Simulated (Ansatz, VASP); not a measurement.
# Ti: VASP beside Ansatz

```xyz
1
Lattice="-1.4118 1.4118 1.4118 1.4118 -1.4118 1.4118 1.4118 1.4118 -1.4118" Properties=species:S:1:pos:R:3 pbc="T T T"
Ti    0.0000    0.0000    0.0000
```

Change from the starting cell: volume scaled by 0.65, LAPW.

Alike in both runs: task single point; functional PBE; k mesh 16 × 16 × 16; occupations fermi-dirac, width 0.1 eV; no spin polarisation.

|  | VASP | Ansatz |
| --- | --- | --- |
| version | VASP 6.6.1 | Ansatz 0.2.0 |
| potentials or method | VASP PAW PBE potentials, release 64 (Ti_sv), cutoff 520 eV | all-electron LAPW, scalar-relativistic |

VASP gave:

| Quantity | Value |
| --- | --- |
| pressure (GPa) | 85.6 |

**Question.** What did Ansatz give for the same quantities?

**Answer.** Pressure (GPa): 86.6.

Both programs put the cell under a high pressure, so it lies far from rest at this level. Ansatz ran all-electron here, and VASP with PAW potentials.

Noted on VASP's run: the cell as given lies far from equilibrium.
